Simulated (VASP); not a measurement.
**SrO: single point with PBE**

The system is SrO.

```
Sr O
1.0
     4.53593    0.00000    0.00000
     0.00000    4.53593    0.00000
     0.00000    0.00000    3.76476
Sr O
2 2
Direct
  0.50000 0.00000 0.24524
  0.00000 0.50000 0.75476
  0.00000 0.00000 0.00000
  0.50000 0.50000 0.00000
```

```yaml
Program: VASP 6.6.1
Task: single point
Functional: PBE
Potentials_or_basis: VASP PAW PBE potentials, release 64 (Sr_sv, O)
Cutoff: 520 eV
k_mesh: 8 × 8 × 10
Occupations: gaussian, width 0.05 eV
Spin: no spin polarisation
Dipole_correction: no
Further_INCAR_settings: ALGO = Normal; EDIFF = 1e-06; NBANDS = 24
```

```
Pressure               : -0.5 GPa
Largest force          : 0.071 eV/Å
Band gap on the k mesh : 2.06 eV (least direct gap 2.14 eV)
```

Forces in eV/Å, atoms in the order of the input:
```
Sr   0.000  0.000  0.071
Sr   0.000  0.000 -0.071
O    0.000  0.000  0.000
O    0.000  0.000  0.000
```

Stress tensor (GPa, compression positive):
```
-0.41  0.00  0.00
 0.00 -0.41  0.00
 0.00  0.00 -0.72
```

Levels at points of the mesh, in eV from the valence-band top:
| k point | band 13 | band 14 | band 15 | band 16 | band 17 | band 18 | band 19 | band 20 |
| --- | --- | --- | --- | --- | --- | --- | --- | --- |
| (0.00, 0.00, 0.00) | -0.96 | -0.58 | -0.08 | -0.08 | 2.06 | 4.60 | 4.83 | 6.16 |
| (0.50, 0.00, 0.00) | -0.72 | -0.72 | -0.58 | -0.58 | 3.44 | 3.44 | 5.78 | 5.78 |
| (0.50, 0.50, 0.00) | -0.72 | -0.72 | -0.24 | -0.24 | 3.85 | 3.85 | 4.78 | 4.78 |
| (0.00, 0.00, 0.50) | -1.28 | -1.28 | -0.35 | -0.35 | 5.94 | 5.94 | 6.21 | 6.72 |
| (0.50, 0.00, 0.50) | -1.08 | -1.08 | -0.98 | -0.98 | 5.25 | 5.25 | 5.84 | 5.84 |
| (0.50, 0.50, 0.50) | -1.03 | -1.03 | -0.61 | -0.61 | 5.09 | 5.09 | 5.10 | 5.10 |

Run time: 2.5 min on 1 thread of Intel(R) Xeon(R) 6975P-C (Granite Rapids), on a shared host, peak memory 0.28 GiB.

A k mesh can miss the band edges.
